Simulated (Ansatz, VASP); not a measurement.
LiF: VASP beside Ansatz

```
Li F
1.0
    -0.02992    1.99487    1.99487
     1.99487   -0.02992    1.99487
     1.96495    1.96495    0.00000
Li F
1 1
Direct
  0.00000 0.00000 0.00000
  0.50000 0.50000 0.50000
```

Change from the starting cell: shear_xy strain -3.0%.

Alike in both runs: task single point; functional r2SCAN; k mesh 10 × 10 × 10; no spin polarisation.

```csv
,VASP,Ansatz
version,VASP 6.6.1,Ansatz 0.2.0
potentials or method,"VASP PAW PBE potentials, release 64 (Li_sv, F)","plane waves, PAW"
plane-wave cutoff (eV),520,500
occupations,"gaussian, width 0.01 eV",fixed
valence electrons in the cell,10,10
```

Ansatz gave:

| Quantity | Value |
| --- | --- |
| gap on the k mesh at the Fermi level (eV) | 10.24 |

Estimate VASP's values.

gap on the k mesh at the Fermi level (eV): 10.46.

VASP's potentials were made for PBE, not for r2SCAN.

Noted on VASP's run: the cutoff is short for stress, so the pressure is rough.
